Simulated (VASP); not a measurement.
Input of a VASP 6.6.1 run:

File INCAR:

```
PREC = Accurate
ENCUT = 500
EDIFF = 1E-6
ISMEAR = 1
SIGMA = 0.1
LREAL = False
LASPH = True
NELM = 120
ALGO = Normal
ISIF = 2
LWAVE = False
LCHARG = False
GGA = PE
NBANDS = 35
GGA_COMPAT = False
```

File KPOINTS:

```
regular mesh
0
Gamma
  7 7 2
```

The input POSCAR:

```
Te2Mo
1.0
    3.5182000000      0.0000000000      0.0000000000
   -1.7591000000      3.0468505756      0.0000000000
    0.0000000000      0.0000000000     13.9736000000
Te Mo
4 2
Direct
    0.6666666667      0.3333333333      0.3790000000
    0.3333333333      0.6666666667      0.8790000000
    0.6666666667      0.3333333333      0.1210000000
    0.3333333333      0.6666666667      0.6210000000
    0.6666666667      0.3333333333      0.7500000000
    0.3333333333      0.6666666667      0.2500000000
```

Potentials or basis: VASP PAW PBE potentials, release 64 (Te, Mo_sv).

The run is started by

```bash
$ cat potpaw_PBE.64/Te/POTCAR potpaw_PBE.64/Mo_sv/POTCAR > POTCAR
$ mpirun -np 1 vasp_std > vasp.out
```

Question: Estimate the pressure.

Answer: 3.0 GPa.

Question: Predict the largest force.

Answer: 0.189 eV/Å.

Question: What does it give for the band gap on the k mesh?

Answer: 0.84 eV, indirect (least direct gap 1.25 eV).

Forces on the atoms (eV/Å):
```
Te   0.000  0.000  0.189
Te   0.000  0.000  0.189
Te   0.000  0.000 -0.189
Te   0.000  0.000 -0.189
Mo   0.000  0.000  0.000
Mo   0.000  0.000  0.000
```

Caveat: spin-orbit coupling is left out, which moves the levels of the heavy elements; this functional lacks dispersion, which binds the layers, so the pressure and a relaxed spacing across them are unreliable.

**What was measured.**

From “Broadband infrared study of pressure-tunable Fano resonance and metallization transition in 2H-MoTe2”, 2022, pmc:9569381, for a bulk crystal of Te2Mo at 300 K: band gap 0.88 ± 0.05 eV (indirect).

Against the measured gap of Te2Mo, 0.88 eV (indirect; 300 K; quoted in “Broadband infrared study of pressure-tunable Fano resonance and metallization transition in 2H-MoTe2”, 2022, pmc:9569381), the calculated 0.84 eV is off by -0.04 eV. Spin-orbit coupling on Mo, Te is left out. The value is that of PBE on a finite k mesh, which can miss the band edges, without temperature or zero-point motion. Semilocal functionals fall short of measured gaps as a rule.
